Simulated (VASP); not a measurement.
Runs of VASP 6.6.1 on C. The structure is that of space group Fmmm (No. 69), or close to it. The cells are those of the table. 

```tsv
level	cell	k mesh	gap on the mesh (eV)	pressure (GPa)	largest force (eV/Å)
PBEsol	a = 2.459, b = 2.459, c = 7.323 Å, angles 90.0, 90.0, 120.0°, 4 atoms	18 × 18 × 6	(c)	0.6	-
PBE	a = 2.456, b = 2.456, c = 7.173 Å, angles 90.0, 90.0, 120.0°, 4 atoms	6 × 6 × 1, shifted	1.87	4.7	0.02
PBE	a = 2.471, b = 2.471, c = 6.635 Å, angles 90.0, 90.0, 119.7°, 4 atoms	3 × 3 × 1	(b)	0.5	-
PBE	a = 2.468, b = 2.476, c = 7.149 Å, angles 91.9, 89.6, 120.9°, 4 atoms	8 × 8 × 2	(a)	3.4	3.06
r2SCAN	a = 2.456, b = 2.456, c = 7.118 Å, angles 90.0, 90.0, 120.0°, 4 atoms	18 × 18 × 6	-	0.6	0.01
```

Alike in all rows: task single point; potentials or basis VASP PAW PBE potentials, release 64 (C); no spin polarisation; cutoff (eV) 520; smearing gaussian 0.1 eV.

Fill in the values left out.

(a) 1.12; (b) 0.50; (c) none.

Caveats: some runs use coarse meshes; the PAW data sets were made with another functional, which shifts forces and pressure a little (some runs); this functional lacks dispersion, which binds the layers, so the pressure and a relaxed spacing across them are unreliable (some runs); forces of over 1 eV/Å act on the atoms, so gaps and moduli don't describe the material at rest (some runs).

A k mesh can miss the band edges.
